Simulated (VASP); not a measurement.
Input of a VASP 6.6.1 run:

Contents of INCAR:

```
SYSTEM = BAs2
PREC = Accurate
ENCUT = 520
EDIFF = 1E-6
ISMEAR = 0
SIGMA = 0.1
LREAL = .False.
LASPH = .True.
NELM = 80
ALGO = Normal
ISIF = 2
LWAVE = .False.
LCHARG = .True.
GGA = PE
LELF = .True.
LVHAR = .True.
NBANDS = 14
```

File KPOINTS:

```
Automatic mesh
0
Gamma
  6 6 6
  0 0 0
```

Contents of POSCAR:

```
BAs2
1.0
    1.6060884117      0.9272755768      5.9065642249
   -1.6060884117      0.9272755768      5.9065642249
    0.0000000000     -1.8545511536      5.9065642249
B As
1 2
Direct
    0.0001435253      0.0001435253      0.0001435253
    0.7383047063      0.7383047063      0.7383047063
    0.5948517684      0.5948517684      0.5948517684
```

Potentials or basis: VASP PAW PBE potentials, release 64 (B, As).

Launch:

```bash
$ cat potpaw_PBE.64/B/POTCAR potpaw_PBE.64/As/POTCAR > POTCAR
$ mpirun -np 1 vasp_std > vasp.out
```

Task: Predict the band gap on the k mesh.

Result: Zero (an odd number of electrons rules out a gap without spin polarisation).

Task: Estimate the pressure.

Result: 0.6 GPa.

Task: Estimate the largest force.

Result: 0.092 eV/Å.

Stress tensor (GPa, compression positive):
```
0.48 0.00 0.00
0.00 0.48 0.00
0.00 0.00 0.81
```

Caveat: the k points lie up to 0.38 Å⁻¹ apart, too coarse for converged energies and pressures of a metal.
